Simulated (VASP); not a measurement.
Wanted: the native input for a VASP 6.6.1 run.

| Property | Result |
| --- | --- |
| Task | single point |
| Functional | PBE |
| Potentials or basis | VASP PAW PBE potentials, release 64 (Ta_pv, H) |
| Cutoff | 520 eV |
| k mesh | 6 × 6 × 4 |
| Occupations | gaussian, width 0.1 eV |
| Spin | no spin polarisation |
| Dipole correction | no |
| Further INCAR settings | ALGO = Normal; EDIFF = 1e-06; NBANDS = 22 |

The structure of Ta2H5 lies in POSCAR:

```
Ta2H5
1.0
    3.8879221035      0.0000000000      0.0000000000
    0.0000000000      3.8879221035      0.0000000000
    0.0000000000      0.0000000000      3.7514848993
Ta H
2 5
Direct
    0.5000000000      0.0000000000      0.5000000000
    0.0000000000      0.5000000000      0.5000000000
    0.5000000000      0.0000000000      0.0000000000
    0.0000000000      0.5000000000      0.0000000000
    0.0000000000      0.0000000000      0.2619326492
    0.0000000000      0.0000000000      0.7380673508
    0.5000000000      0.5000000000      0.0000000000
```

One way to write it, as run:

INCAR

```
SYSTEM = Ta2H5
  ALGO = Normal
  EDIFF = 1E-6
  ENCUT = 520
  GGA = PE
  ISIF = 2
  ISMEAR = 0
  LASPH = .TRUE.
  LCHARG = .TRUE.
  LELF = .TRUE.
  LREAL = .FALSE.
  LVHAR = .TRUE.
  LWAVE = .FALSE.
  NBANDS = 22
  NELM = 60
  PREC = Accurate
  SIGMA = 0.1
```

KPOINTS

```
k-points
0
G
  6 6 4
  0 0 0
```

Potentials or basis: VASP PAW PBE potentials, release 64 (Ta_pv, H).

Run with:

```sh
$ cat potpaw_PBE.64/Ta_pv/POTCAR potpaw_PBE.64/H/POTCAR > POTCAR
$ mpirun -np 1 vasp_std > vasp.out
```

It gave:

The pressure is 0.1 GPa and the largest force is 0.006 eV/Å.

Caveat: the k points lie up to 0.42 Å⁻¹ apart.

Run time: 35 s on 1 thread of AMD EPYC 7R43 64-Core Processor (Zen 3), on a shared host, peak memory 0.15 GiB.
